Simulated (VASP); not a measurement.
A run of VASP 6.6.1 is set up as follows.

INCAR

```
ALGO = Normal
EDIFF = 1E-7
ENCUT = 520
GGA = PE
ISIF = 2
ISMEAR = 0
LASPH = True
LCHARG = False
LREAL = False
LWAVE = False
NBANDS = 44
NELM = 60
PREC = Accurate
SIGMA = 0.1
```

KPOINTS

```
k-points
0
Gamma
  8 8 8
```

POSCAR

```
LuHf4O
1.0
    0.0000000000      4.1318791822      4.1318791822
    4.1318791822      0.0000000000      4.1318791822
    4.1318791822      4.1318791822      0.0000000000
Lu Hf O
1 4 1
Direct
    0.2500000000      0.2500000000      0.2500000000
    0.6219364257      0.6219364257      0.1341907229
    0.6219364257      0.1341907229      0.6219364257
    0.1341907229      0.6219364257      0.6219364257
    0.6219364257      0.6219364257      0.6219364257
    0.0000000000      0.0000000000      0.0000000000
```

Potentials or basis: VASP PAW PBE potentials, release 64 (Lu, Hf_pv, O).

Command:

```console
$ cat potpaw_PBE.64/Lu/POTCAR potpaw_PBE.64/Hf_pv/POTCAR potpaw_PBE.64/O/POTCAR > POTCAR
$ mpirun -np 1 vasp_std > vasp.out
```

Problem. Estimate the pressure.

Solution. -0.2 GPa.

Problem. Estimate the largest force.

Solution. 0.040 eV/Å.

Forces in eV/Å, atoms in the order of the input:
```
Lu   0.000  0.000  0.000
Hf   0.023  0.023 -0.023
Hf   0.023 -0.023  0.023
Hf  -0.023  0.023  0.023
Hf  -0.023 -0.023 -0.023
O    0.000  0.000  0.000
```

Caveat: an odd number of electrons without spin polarisation forces a metal; a magnetic or distorted state may lie lower.
